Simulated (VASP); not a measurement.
# Al (Fd-3m) in VASP: notebook

The runs below take Al through single point, relaxation of cell and atoms, with PBE.

All numbers are computed with VASP 6.6.1; they aren't measurements. Logs are shortened: lines on timing, memory, paths and dates and some standing lists are left out, and cuts for length are marked.

### Step 1. The cell of the first run

It takes space group Fd-3m (No. 227, cubic). Conventional cell: a = 5.480 Å, b = 5.480 Å, c = 5.480 Å, α = 90.00°, β = 90.00°, γ = 90.00°. Al (site symmetry -43m) has 4 Al at 2.37 Å within 3.1 Å.

### Step 2. Single point, PBE

INCAR

```
SYSTEM = Al
  PREC = Accurate
  ENCUT = 520
  EDIFF = 1E-6
  ISMEAR = -1
  SIGMA = 0.05
  LREAL = .FALSE.
  LASPH = .TRUE.
  NELM = 100
  ALGO = Normal
  ISIF = 2
  LWAVE = .FALSE.
  LCHARG = .FALSE.
  GGA = PE
  NBANDS = 10
```

KPOINTS

```
regular mesh
0
G
  7 7 7
  0 0 0
```

POSCAR

```
Al
1.0
    0.0000000000      2.7399911438      2.7399911438
    2.7399911438      0.0000000000      2.7399911438
    2.7399911438      2.7399911438      0.0000000000
Al
2
Direct
    0.0000000000      0.0000000000      0.0000000000
    0.2500000000      0.2500000000      0.2500000000
```

Potentials or basis: VASP PAW PBE potentials, release 64 (Al).

Launch:

```
> cat potpaw_PBE.64/Al/POTCAR > POTCAR
> mpirun -np 1 vasp_std > vasp.out
```

OUTCAR:

```text
SYSTEM = Al
   PREC = Accurate
   ENCUT = 520
   EDIFF = 1E-6
   ISMEAR = -1
   LREAL = .FALSE.
   LASPH = .TRUE.
   NELM = 100
   ISIF = 2
   GGA = PE

 ion  position               nearest neighbor table
   1  0.000  0.000  0.000-   2 2.37   2 2.37   2 2.37   2 2.37
   2  0.250  0.250  0.250-   1 2.37   1 2.37   1 2.37   1 2.37

  LATTYP: Found a face centered cubic cell.
 ALAT       =     5.4799822876

  Lattice vectors:

 A1 = (   0.0000000000,   2.7399911438,   2.7399911438)
 A2 = (   2.7399911438,   0.0000000000,   2.7399911438)
 A3 = (   2.7399911438,   2.7399911438,   0.0000000000)

Analysis of symmetry for initial positions (statically):
=====================================================================
 Subroutine PRICEL returns:
 Original cell was already a primitive cell.

 Routine SETGRP: Setting up the symmetry group for a
 face centered cubic supercell.

 Subroutine GETGRP returns: Found 48 space group operations
 (whereof 24 operations were pure point group operations)
 out of a pool of 48 trial point group operations.

The static configuration has the point symmetry T_d .
 The point group associated with its full space group is O_h .

Analysis of symmetry for dynamics (positions and initial velocities):
=====================================================================
 Subroutine PRICEL returns:
 Original cell was already a primitive cell.

 Routine SETGRP: Setting up the symmetry group for a
 face centered cubic supercell.

 Subroutine GETGRP returns: Found 48 space group operations
 (whereof 24 operations were pure point group operations)
 out of a pool of 48 trial point group operations.

The dynamic configuration has the point symmetry T_d .
 The point group associated with its full space group is O_h .

 Subroutine INISYM returns: Found 48 space group operations
 (whereof 24 operations are pure point group operations),
 and found     1 'primitive' translations

----------------------------------------------------------------------------------------

                                     Primitive cell

  volume of cell :      41.1412

  direct lattice vectors                    reciprocal lattice vectors
     0.000000000  2.739991144  2.739991144    -0.182482342  0.182482342  0.182482342
     2.739991144  0.000000000  2.739991144     0.182482342 -0.182482342  0.182482342
     2.739991144  2.739991144  0.000000000     0.182482342  0.182482342 -0.182482342

  length of vectors
     3.874932636  3.874932636  3.874932636     0.316068687  0.316068687  0.316068687

  position of ions in fractional coordinates (direct lattice)
     0.000000000  0.000000000  0.000000000
     0.250000000  0.250000000  0.250000000

  ion indices of the primitive-cell ions
   primitive index   ion index
                 1           1
                 2           2

----------------------------------------------------------------------------------------

 KPOINTS: regular mesh

Automatic generation of k-mesh.
 Grid dimensions read from file:
 generate k-points for:    7    7    7

 Generating k-lattice:

  Cartesian coordinates                     Fractional coordinates (reciprocal lattice)
    -0.026068906  0.026068906  0.026068906     0.142857143  0.000000000  0.000000000
     0.026068906 -0.026068906  0.026068906     0.000000000  0.142857143  0.000000000
     0.026068906  0.026068906 -0.026068906     0.000000000  0.000000000  0.142857143

  Length of vectors
     0.045152670  0.045152670  0.045152670

  Shift w.r.t. Gamma in fractional coordinates (k-lattice)
     0.000000000  0.000000000  0.000000000

 Subroutine IBZKPT returns following result:
 ===========================================

 Found     20 irreducible k-points:

 Following reciprocal coordinates:
            Coordinates               Weight
  0.000000  0.000000  0.000000      1.000000
  0.142857  0.000000  0.000000      8.000000
  0.285714  0.000000  0.000000      8.000000
  0.428571  0.000000  0.000000      8.000000
  0.142857  0.142857  0.000000      6.000000
  0.285714  0.142857  0.000000     24.000000
[... 12 lines left out ...]
 -0.428571  0.428571  0.142857     24.000000
 -0.285714  0.428571  0.142857     24.000000
   k-points           NKPTS =     20   k-points in BZ     NKDIM =     20   number of bands    NBANDS=     10
   number of dos      NEDOS =    301   number of ions     NIONS =      2
   total plane-waves  NPLWV =  27000
   dimension x,y,z NGX =    30 NGY =   30 NGZ =   30
   dimension x,y,z NGXF=    60 NGYF=   60 NGZF=   60
   ions per type =               2
   NGX,Y,Z   is equivalent  to a cutoff of  12.87, 12.87, 12.87 a.u.
   NGXF,Y,Z  is equivalent  to a cutoff of  25.74, 25.74, 25.74 a.u.
 SYSTEM =  Al
   PREC   = accura    normal or accurate (medium, high low for compatibility)
   ISTART =      0    job   : 0-new  1-cont  2-samecut
   ICHARG =      2    charge: 1-file 2-atom 10-const
   ISPIN  =      1    spin polarized calculation?
   LNONCOLLINEAR =      F non collinear calculations
   LSORBIT =      F    spin-orbit coupling
   LASPH  =      T    aspherical Exc in radial PAW
   ENCUT  =  520.0 eV  38.22 Ry    6.18 a.u.   7.20  7.20  7.20*2*pi/ulx,y,z
   NELM   =    100;   NELMIN=  2; NELMDL= -5     # of ELM steps
   EDIFF  = 0.1E-05   stopping-criterion for ELM
   LREAL  =      F    real-space projection
   EDIFFG = 0.1E-04   stopping-criterion for IOM
   NSW    =      0    number of steps for IOM
   IBRION =     -1    ionic relax: 0-MD 1-quasi-New 2-CG
   NFREE  =      0    steps in history (QN), initial steepest desc. (CG)
   ISIF   =      2    stress and relaxation
   ISYM   =      2    0-nonsym 1-usesym 2-fastsym
   POTIM  = 0.5000    time-step for ionic-motion
   TEBEG  =    0.0;   TEEND  =   0.0 temperature during run
   PSTRESS=    0.0 pullay stress
   NELECT =       6.0000    total number of electrons
   NUPDOWN=      -1.0000    fix difference up-down
   EMIN   =  10.00;   EMAX   =-10.00  energy-range for DOS
   EFERMI =   0.00;   METHOD = LEGACY
   ISMEAR =    -1;   SIGMA  =   0.05  broadening in eV -4-tet -1-fermi 0-gaus
   EFERMI_NEDOS =   21; number of points for ismear=-14 and -15
   IALGO  =     38    algorithm
   IMIX   =      4    mixing-type and parameters
     AMIX     =   0.40;   BMIX     =  1.00
     AMIX_MAG =   1.60;   BMIX_MAG =  1.00
  volume/ion in A,a.u.               =      20.57       138.82
  Fermi-wavevector in a.u.,A,eV,Ry     =   0.861720  1.628414 10.103157  0.742561
  Thomas-Fermi vector in A             =   1.979415
   LORBIT       =      0    0 simple, 1 ext, 2 COOP (PROOUT), +10 PAW based schemes
   GGA     = PE    functional components
[... 5 lines left out ...]
 non-spin polarized calculation
  energy-cutoff  :      520.00
  volume of cell :       41.14
 maximum number of plane-waves:      1117
 NGX is ok and might be reduce to    30
   NGX = 15   NGY = 15   NGZ = 15

 number of electron       6.0000000 magnetization

 Free energy of the ion-electron system (eV)
  ---------------------------------------------------
  ext. energy  EPLUGINS =         0.00000000
  ---------------------------------------------------
  free energy    TOTEN  =        -5.30259180 eV

  energy without entropy =       -5.28703508  energy(sigma->0) =       -5.29481344

 E-fermi :   4.9077     XC(G=0):  -9.1536

 val. band max:        4.8293900534   @ k =  -0.4286   0.2857   0.1429
 cond. band min:       4.9247183991   @ k =   0.4286   0.2857   0.0000
 fundamental gap:      0.0953283457
 Fermi energy:         4.9077252640

 k-point     1 :       0.0000    0.0000    0.0000
  band No.  band energies     occupation
      1      -4.2966      2.00000
      2       7.6525      0.00000
      3       7.6525      0.00000
      4       7.6525      0.00000
      5       9.4907      0.00000
      6       9.4907      0.00000
      7       9.4907      0.00000
      8      13.3436      0.00000
      9      13.5152      0.00000
     10      13.5152      0.00000

 k-point     2 :       0.1429    0.0000    0.0000
  band No.  band energies     occupation
      1      -4.0128      2.00000
      2       5.6871      0.00000
      3       7.2262      0.00000
      4       7.2262      0.00000
      5       9.8989      0.00000
      6      10.0979      0.00000
      7      10.0979      0.00000
      8      12.8404      0.00000
      9      12.8404      0.00000
     10      14.1437      0.00000

 k-point     3 :       0.2857    0.0000    0.0000
  band No.  band energies     occupation
      1      -3.1797      2.00000
      2       2.9775      2.00000
      3       6.7135      0.00000
      4       6.7135      0.00000
      5       9.7083      0.00000
      6      10.1797      0.00000
      7      10.1797      0.00000
      8      13.4160      0.00000
      9      13.4160      0.00000
     10      13.9889      0.00000

 k-point     4 :       0.4286    0.0000    0.0000
  band No.  band energies     occupation
      1      -1.9440      2.00000
      2       0.7335      2.00000
      3       6.4627      0.00000
      4       6.4627      0.00000
      5       9.5258      0.00000
      6       9.6925      0.00000
      7       9.6925      0.00000
      8      13.3132      0.00000
      9      15.6278      0.00000
     10      15.6278      0.00000

 k-point     5 :       0.1429    0.1429    0.0000
  band No.  band energies     occupation
      1      -3.9176      2.00000
      2       6.4418      0.00000
      3       6.4418      0.00000
      4       6.4709      0.00000
      5       8.6669      0.00000
      6      11.1566      0.00000
      7      11.1566      0.00000
      8      11.1575      0.00000
      9      13.9100      0.00000
     10      14.9023      0.00000

 k-point     6 :       0.2857    0.1429    0.0000
  band No.  band energies     occupation
      1      -3.2641      2.00000
      2       3.9899      2.00000
      3       5.8732      0.00000
      4       6.0733      0.00000
      5       8.8365      0.00000
      6      10.4695      0.00000
      7      11.6290      0.00000
      8      11.7420      0.00000
      9      14.4254      0.00000
     10      15.8643      0.00000
[... 131 lines left out ...]
 k-point    17 :       0.4286    0.2857    0.1429
  band No.  band energies     occupation
      1      -2.4423      2.00000
      2       3.1393      2.00000
      3       3.9562      2.00000
      4       5.5677      0.00000
      5       9.4033      0.00000
      6       9.8932      0.00000
      7      11.3518      0.00000
      8      13.2901      0.00000
      9      14.9448      0.00000
     10      17.8466      0.00000

 k-point    18 :      -0.4286    0.2857    0.1429
  band No.  band energies     occupation
      1      -1.2160      2.00000
      2       1.2807      2.00000
      3       3.5430      2.00000
      4       4.8294      1.65463
      5       9.5332      0.00000
      6      10.3496      0.00000
      7      12.0887      0.00000
      8      13.7291      0.00000
      9      15.3342      0.00000
     10      16.6400      0.00000

 k-point    19 :      -0.4286    0.4286    0.1429
  band No.  band energies     occupation
      1      -0.6905      2.00000
      2       1.4184      2.00000
      3       3.3714      2.00000
      4       3.7535      2.00000
      5       8.8482      0.00000
      6       8.9802      0.00000
      7      13.1034      0.00000
      8      15.3509      0.00000
      9      16.5323      0.00000
     10      17.9221      0.00000

 k-point    20 :      -0.2857    0.4286    0.1429
  band No.  band energies     occupation
      1      -0.0730      2.00000
      2       0.9267      2.00000
      3       2.4871      2.00000
      4       3.8993      2.00000
      5       9.2800      0.00000
      6      11.2496      0.00000
      7      12.5483      0.00000
      8      12.7785      0.00000
      9      16.2809      0.00000
     10      17.3690      0.00000

------------------------ aborting loop because EDIFF is reached ----------------------------------------

  FORCE on cell =-STRESS in cart. coord.  units (eV):
  Direction    XX          YY          ZZ          XY          YZ          ZX
  --------------------------------------------------------------------------------------
  -------------------------------------------------------------------------------------
  Total        5.1407681      5.1407681      5.1407681     -0.0000000      0.0000000      0.0000000
  in kB      200.1986416    200.1986416    200.1986416     -0.0000000      0.0000000      0.0000000
  external PRESSURE =     200.1986416 kB  Pullay stress =       0.0000000 kB

 VOLUME and BASIS-vectors are now :
 -----------------------------------------------------------------------------
  energy-cutoff  :      520.00
  volume of cell :       41.14
      direct lattice vectors                 reciprocal lattice vectors
     0.000000000  2.739991144  2.739991144    -0.182482342  0.182482342  0.182482342
     2.739991144  0.000000000  2.739991144     0.182482342 -0.182482342  0.182482342
     2.739991144  2.739991144  0.000000000     0.182482342  0.182482342 -0.182482342

 POSITION                                       TOTAL-FORCE (eV/Angst)
 -----------------------------------------------------------------------------------
      0.00000      0.00000      0.00000         0.000000      0.000000     -0.000000
      1.37000      1.37000      1.37000        -0.000000     -0.000000      0.000000
 -----------------------------------------------------------------------------------
    total drift:                               -0.000000     -0.000000     -0.000000

  FREE ENERGIE OF THE ION-ELECTRON SYSTEM (eV)
  ---------------------------------------------------
  free  energy   TOTEN  =        -5.3025917970 eV

  energy  without entropy=       -5.2870350826  energy(sigma->0) =       -5.29481344
```

Run time: 11 s. Hardware: 1 thread of Intel Xeon 8259CL, shared host; peak memory 0.15 GiB.

What came out:

| Item | Value |
| --- | --- |
| Free energy | -5.3026 eV |
| Pressure | 20.0 GPa |
| Band gap on the k mesh | zero (band 3 reaches 7.65 eV, above the bottom of band 4 at 3.75 eV) |

### Step 3. Single point, PBE

This run uses another cell than the first one, of 23.02 Å³/atom, 1.119 times its volume.

INCAR

```
PREC     = Accurate       # precision mode
ENCUT    = 520            # plane-wave cutoff, eV
EDIFF    = 1E-6           # SCF threshold, eV
ISMEAR   = -1             # smearing method
SIGMA    = 0.05           # smearing width, eV
LREAL    = False          # projectors in reciprocal space
LASPH    = True           # aspherical terms in the spheres
NELM     = 80             # most SCF steps
ALGO     = Normal         # electronic algorithm
ISIF     = 2              # what is computed and relaxed
LWAVE    = False          # write WAVECAR
LCHARG   = False          # write CHGCAR
GGA      = PE             # functional
NBANDS   = 10             # bands
```

KPOINTS

```
Automatic mesh
0
Gamma
  7 7 7
```

POSCAR

```
Al
1.0
    0.0000000000      2.8446766350      2.8446766350
    2.8446766350      0.0000000000      2.8446766350
    2.8446766350      2.8446766350      0.0000000000
Al
2
Direct
    0.0000000000      0.0000000000      0.0000000000
    0.2500000000      0.2500000000      0.2500000000
```

Potentials or basis: VASP PAW PBE potentials, release 64 (Al).

Launch:

```
> cat potpaw_PBE.64/Al/POTCAR > POTCAR
> mpirun -np 1 vasp_std > vasp.out
```

Run time: 13 s. Hardware: 1 thread of Intel Xeon 8259CL, shared host; peak memory 0.15 GiB.

Results (log left out):

```
Free energy            : -5.7497 eV
Pressure               : 10.0 GPa
Band gap on the k mesh : zero (band 3 reaches 6.51 eV, above the bottom of band 4 at 3.03 eV)
```

Levels at points of the mesh, in eV from the Fermi level:
```
           k point  band 1  band 2  band 3  band 4  band 5  band 6  band 7  band 8
(0.00, 0.00, 0.00)   -8.66    2.48    2.48    2.48    4.33    4.33    4.33    7.15
```

### Step 4. Single point, PBE

This run uses another cell than the first one, of 24.84 Å³/atom, 1.208 times its volume.

INCAR

```
PREC = Accurate ; ENCUT = 520
EDIFF = 1E-6 ; ISMEAR = -1
SIGMA = 0.05 ; LREAL = False
LASPH = True ; NELM = 60
ALGO = Normal ; ISIF = 2
LWAVE = False ; LCHARG = True
GGA = PE ; LELF = True
LVHAR = True ; NBANDS = 10
```

KPOINTS

```
regular mesh
0
Gamma
  7 7 7
```

POSCAR

```
Al
1.0
    0.0000000000      2.9177570159      2.9177570159
    2.9177570159      0.0000000000      2.9177570159
    2.9177570159      2.9177570159      0.0000000000
Al
2
Direct
    0.0000000000      0.0000000000      0.0000000000
    0.2500000000      0.2500000000      0.2500000000
```

Launch:

```
> cat potpaw_PBE.64/Al/POTCAR > POTCAR
> mpirun -np 1 vasp_std > vasp.out
```

It took 11 s on 1 thread of Intel Xeon 8259CL, shared host; peak memory 0.17 GiB.

Results (log left out):

```
Free energy            : -5.9173 eV
Pressure               : 5.0 GPa
Band gap on the k mesh : zero (band 3 reaches 5.80 eV, above the bottom of band 4 at 2.59 eV)
```

Levels at points of the mesh, in eV from the Fermi level:
```tsv
k point	band 1	band 2	band 3	band 4	band 5	band 6	band 7	band 8
(0.00, 0.00, 0.00)	-8.32	2.30	2.30	2.30	4.16	4.16	4.16	6.30
```

[end of part 1 of 2]
